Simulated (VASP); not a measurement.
Runs of VASP 6.6.1 on Pd. The structure is that of space group Fm-3m (No. 225), or close to it. The cells are those of the table. 

```tsv
task	cell	k mesh	cutoff (eV)	gap on the mesh (eV)	pressure (GPa)
single point	a = 2.660 Å, angles 60.0°, 1 atom	18 × 18 × 18	500	none	22.6
relaxation of cell and atoms	relaxed from a = 2.751 Å, angles 60.0°, 1 atom	18 × 18 × 18	600	none	0.0
single point	a = 2.751 Å, angles 60.0°, 1 atom	8 × 8 × 8	500	none	-1.6
single point	a = 2.814 Å, angles 60.0°, 1 atom	18 × 18 × 18	500	none	(b)
single point	a = 2.688 Å, angles 60.0°, 1 atom	18 × 18 × 18	500	none	(a)
single point	a = 2.740 Å, angles 90.0, 60.0, 120.0°, 1 atom	15 × 15 × 15	500	none	-0.4
single point	a = 2.806 Å, angles 60.0°, 1 atom	18 × 18 × 18	500	none	-12.2
single point	a = 2.740 Å, angles 60.0°, 1 atom	18 × 18 × 18	520	none	-0.4
```

Alike in all rows: level PBEsol; potentials or basis VASP PAW PBE potentials, release 64 (Pd); no spin polarisation; smearing gaussian 0.1 eV.

Question: Fill in the values left out.

Answer: (a) 13.5; (b) -13.3.

Caveats: the PAW data sets were made with another functional, which shifts forces and pressure a little.

A k mesh can miss the band edges, and the runs leave out spin-orbit coupling on Pd.

A gap of «none» marks levels without a gap at the run's occupations.
